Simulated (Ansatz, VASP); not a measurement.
**ZrC: VASP beside Ansatz**

Contents of INCAR:

```
ALGO     = Normal         # electronic algorithm
EDIFF    = 1E-6           # SCF threshold, eV
ENCUT    = 600            # plane-wave cutoff, eV
GGA      = CA             # functional
GGA_COMPAT= False        
ISIF     = 2              # what is computed and relaxed
ISMEAR   = 0              # smearing method
LASPH    = True           # aspherical terms in the spheres
LCHARG   = True           # write CHGCAR
LELF     = True           # ELF
LREAL    = False          # projectors in reciprocal space
LVHAR    = True         
LWAVE    = False          # write WAVECAR
NBANDS   = 15             # bands
NELM     = 120            # most SCF steps
PREC     = Accurate       # precision mode
SIGMA    = 0.05           # smearing width, eV
```

KPOINTS

```
k-points
0
Gamma
  12 12 12
```

The input POSCAR:

```
ZrC
1.0
    0.0000000000      2.3558751196      2.3558751196
    2.3558751196      0.0000000000      2.3558751196
    2.3558751196      2.3558751196      0.0000000000
Zr C
1 1
Direct
    0.5000000000      0.5000000000      0.5000000000
    0.0000000000      0.0000000000      0.0000000000
```

Input for Ansatz:

```yaml
crystal:
  lattice:
    - [0.0, 2.3558751196, 2.3558751196]
    - [2.3558751196, 0.0, 2.3558751196]
    - [2.3558751196, 2.3558751196, 0.0]
  atoms:
    - { symbol: Zr, position: [0.5, 0.5, 0.5] }
    - { symbol: C, position: [0.0, 0.0, 0.0] }
basis:
  ecutwfc: 500
  ecutrho_ratio: 4
kpoints:
  mp_grid: { grid: [12, 12, 12] }
hamiltonian:
  xc: lda
scf:
  occupations: { method: gaussian, width: 0.05 }
output:
  forces: true
  stress: true
```

Alike in both runs: task single point; functional LDA; k mesh 12 × 12 × 12; occupations gaussian, width 0.05 eV; no spin polarisation.

|  | VASP | Ansatz |
| --- | --- | --- |
| version | VASP 6.6.1 | Ansatz 0.2.0 |
| potentials or method | VASP PAW LDA potentials, release 64 (Zr_sv, C), cutoff 600 eV | scalar-relativistic, plane waves, PAW |
| valence electrons in the cell | 16 | 16 |

|  | VASP | Ansatz | Ansatz less VASP |
| --- | --- | --- | --- |
| pressure (GPa) | -9.6 | -10.1 | -0.47 |

LDA's correlation is that of Perdew and Zunger in VASP and of Perdew and Wang (1992) in Ansatz.
